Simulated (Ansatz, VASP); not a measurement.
CdInI3: VASP beside Ansatz

File INCAR:

```
SYSTEM = CdInI3
  PREC = Accurate
  ENCUT = 520
  EDIFF = 1E-6
  ISMEAR = 0
  SIGMA = 0.1
  LREAL = .FALSE.
  LASPH = .TRUE.
  NELM = 60
  ALGO = Normal
  ISIF = 2
  LWAVE = .FALSE.
  LCHARG = .FALSE.
  GGA = PE
  NBANDS = 31
```

The input KPOINTS:

```
Automatic mesh
0
G
  4 4 4
  0 0 0
```

The input POSCAR:

```
CdInI3
1.0
    5.6089095900      0.0000000000      0.0000000000
    0.0000000000      5.6089095900      0.0000000000
    0.0000000000      0.0000000000      5.6089095900
Cd In I
1 1 3
Direct
    0.5000000000      0.5000000000      0.5000000000
    0.0000000000      0.0000000000      0.0000000000
    0.5000000000      0.0000000000      0.0000000000
    0.0000000000      0.5000000000      0.0000000000
    0.0000000000      0.0000000000      0.5000000000
```

Input for Ansatz:

```yaml
crystal:
  lattice:
    - [5.60890959, 0.0, 0.0]
    - [0.0, 5.60890959, 0.0]
    - [0.0, 0.0, 5.60890959]
  atoms:
    - { symbol: Cd, position: [0.5, 0.5, 0.5] }
    - { symbol: In, position: [0.0, 0.0, 0.0] }
    - { symbol: I, position: [0.5, 0.0, 0.0] }
    - { symbol: I, position: [0.0, 0.5, 0.0] }
    - { symbol: I, position: [0.0, 0.0, 0.5] }
basis:
  ecutwfc: 420
kpoints:
  mp_grid: { grid: [4, 4, 4] }
hamiltonian:
  xc: pbe
scf:
  occupations: { method: gaussian, width: 0.1 }
  lower_state_search: "off"
output:
  forces: true
  stress: true
  eigenvalues: true
```

Alike in both runs: task single point; functional PBE; k mesh 4 × 4 × 4; occupations gaussian, width 0.1 eV; no spin polarisation.

```csv
,VASP,Ansatz
version,VASP 6.6.1,Ansatz 0.2.0
potentials or method,"VASP PAW PBE potentials, release 64 (Cd, In_d, I), cutoff 520 eV","scalar-relativistic, plane waves, PAW"
valence electrons in the cell,46,84
```

|  | VASP | Ansatz | Ansatz less VASP |
| --- | --- | --- | --- |
| gap on the k mesh at the Fermi level (eV) | none | none | - |
| pressure (GPa) | 5.4 | 5.5 | +0.02 |

A gap of «none» marks a metal or a gap that the smearing closes. VASP's potentials hold 46 valence electrons a cell and Ansatz's 84, so a difference there can come from the potentials and not from the codes.

Spin-orbit coupling is off throughout.
